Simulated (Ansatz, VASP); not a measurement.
## NaF in VASP and in Ansatz

Contents of INCAR:

```
SYSTEM = NaF
  ALGO = Normal
  EDIFF = 1E-7
  ENCUT = 520
  GGA = PE
  ISIF = 2
  ISMEAR = -1
  LASPH = .True.
  LCHARG = .True.
  LELF = .True.
  LREAL = .False.
  LVHAR = .True.
  LWAVE = .False.
  NBANDS = 22
  NELM = 100
  PREC = Accurate
  SIGMA = 0.02
```

File KPOINTS:

```
k-points
0
Gamma
  12 12 6
  0 0 0
```

File POSCAR:

```
NaF
1.0
    3.2919462618      0.0000000000      0.0000000000
   -1.6459731309      2.8509090906      0.0000000000
    0.0000000000      0.0000000000      5.5039038203
Na F
2 2
Direct
    0.0000000000      0.0000000000      0.0000000000
    0.0000000000      0.0000000000      0.5000000000
    0.3333333333      0.6666666667      0.2500000000
    0.6666666667      0.3333333333      0.7500000000
```

Input for Ansatz:

```yaml
crystal:
  lattice:
    - [3.2919462618, 0.0, 0.0]
    - [-1.6459731309, 2.8509090906, 0.0]
    - [0.0, 0.0, 5.5039038203]
  atoms:
    - { symbol: Na, position: [0.0, 0.0, 0.0] }
    - { symbol: Na, position: [0.0, 0.0, 0.5] }
    - { symbol: F, position: [0.3333333333, 0.6666666667, 0.25] }
    - { symbol: F, position: [0.6666666667, 0.3333333333, 0.75] }
kpoints:
  mp_grid: { grid: [12, 12, 6] }
  band_path:
    path:
      - [0.0, 0.0, 0.0]
      - [0.5, 0.0, 0.0]
      - [0.3333333333, 0.3333333333, 0.0]
      - [0.0, 0.0, 0.5]
      - [0.5, 0.0, 0.5]
      - [0.3333333333, 0.3333333333, 0.5]
    npoints: 1
hamiltonian:
  xc: pbe
scf:
  occupations: { method: fermi_dirac, width: 0.02 }
  n_extra_bands: 5
output:
  forces: true
  stress: true
  eigenvalues: true
```

Change from the starting cell: epitaxial_xy strain +3.6%.

Alike in both runs: task single point; functional PBE; k mesh 12 × 12 × 6; occupations fermi-dirac, width 0.02 eV; no spin polarisation.

|  | VASP | Ansatz |
| --- | --- | --- |
| version | VASP 6.6.1 | Ansatz 0.2.0 |
| potentials or method | VASP PAW PBE potentials, release 64 (Na_pv, F) | plane waves, PAW |
| plane-wave cutoff (eV) | 520 | 420 |
| valence electrons in the cell | 28 | 32 |

|  | VASP | Ansatz | Ansatz less VASP |
| --- | --- | --- | --- |
| gap on the k mesh at the Fermi level (eV) | 6.10 | 6.12 | +0.015 |
| pressure (GPa) | 0.5 | 0.6 | +0.13 |
| traceless stress, the component that is largest in VASP (GPa) | 2.75 | 2.74 | -0.010 |

The functional is the same, so the differences come from potentials, cutoffs and numerics. VASP's potentials hold 28 valence electrons a cell and Ansatz's 32, so a difference there can come from the potentials and not from the codes.
